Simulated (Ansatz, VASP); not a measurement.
## CoSi2 in VASP and in Ansatz

```
Co Si
1.0
     0.00000    2.67992    2.67992
     2.67992    0.00000    2.67992
     2.67992    2.67992    0.00000
Co Si
1 2
Direct
  0.00000 0.00000 0.00000
  0.25000 0.25000 0.25000
  0.75000 0.75000 0.75000
```

Alike in both runs: task relaxation of cell and atoms; functional PBE; dispersion D3(BJ); k mesh 14 × 14 × 14; occupations gaussian, width 0.1 eV; no spin polarisation.

|  | VASP | Ansatz |
| --- | --- | --- |
| version | VASP 6.6.1 | Ansatz 0.2.0 |
| potentials or method | VASP PAW PBE potentials, release 64 (Co, Si), cutoff 600 eV | scalar-relativistic, plane waves, PAW |
| valence electrons in the cell | 17 | 25 |

Ansatz gave:

| Item | Value |
| --- | --- |
| gap on the k mesh at the Fermi level, each at its own relaxed structure (eV) | none |
| relaxed volume (Å³/atom) | 12.44 |
| relaxed length of the cell vector where the two differ most in proportion (Å) | 3.751 |

What did VASP give for the same quantities?

gap on the k mesh at the Fermi level, each at its own relaxed structure (eV): none; relaxed volume (Å³/atom): 12.42; relaxed length of the cell vector where the two differ most in proportion (Å): 3.749.

A gap of «none» marks a metal or a gap that the smearing closes. VASP's potentials hold 17 valence electrons a cell and Ansatz's 25, so a difference there can come from the potentials and not from the codes.
